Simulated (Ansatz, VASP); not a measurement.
## One calculation of LiF, two programs

INCAR

```
ALGO     = Normal         # electronic algorithm
EDIFF    = 1E-6           # SCF threshold, eV
ENCUT    = 520            # plane-wave cutoff, eV
GGA      = PE             # functional
ISIF     = 2              # what is computed and relaxed
ISMEAR   = 0              # smearing method
LASPH    = T              # aspherical terms in the spheres
LCHARG   = F              # write CHGCAR
LREAL    = F              # projectors in reciprocal space
LWAVE    = F              # write WAVECAR
NBANDS   = 12             # bands
NELM     = 100            # most SCF steps
PREC     = Accurate       # precision mode
SIGMA    = 0.01           # smearing width, eV
```

File KPOINTS:

```
k-points
0
Gamma
  8 8 8
```

Contents of POSCAR:

```
LiF
1.0
    0.0000000000      2.0540780419      2.0540780419
    2.0540780419      0.0000000000      2.0540780419
    2.0540780419      2.0540780419      0.0000000000
Li F
1 1
Direct
    0.0000000000      0.0000000000      0.0000000000
    0.5000000000      0.5000000000      0.5000000000
```

Input for Ansatz:

```yaml
crystal:
  lattice:
    - [0.0, 2.0540780419, 2.0540780419]
    - [2.0540780419, 0.0, 2.0540780419]
    - [2.0540780419, 2.0540780419, 0.0]
  atoms:
    - { symbol: Li, position: [0.0, 0.0, 0.0] }
    - { symbol: F, position: [0.5, 0.5, 0.5] }
kpoints:
  mp_grid: { grid: [8, 8, 8] }
hamiltonian:
  xc: pbe
scf:
  occupations: { method: fixed }
  n_extra_bands: 4
output:
  forces: true
  stress: true
  eigenvalues: true
```

Alike in both runs: task single point; functional PBE; k mesh 8 × 8 × 8; no spin polarisation.

|  | VASP | Ansatz |
| --- | --- | --- |
| version | VASP 6.6.1 | Ansatz 0.2.0 |
| potentials or method | VASP PAW PBE potentials, release 64 (Li_sv, F) | plane waves, PAW |
| plane-wave cutoff (eV) | 520 | 420 |
| occupations | gaussian, width 0.01 eV | fixed |
| valence electrons in the cell | 10 | 10 |

|  | VASP | Ansatz | Ansatz less VASP |
| --- | --- | --- | --- |
| gap on the k mesh at the Fermi level (eV) | 8.58 | 8.58 | +0.001 |

Noted on VASP's run: the cutoff is short for stress, so the pressure is rough.
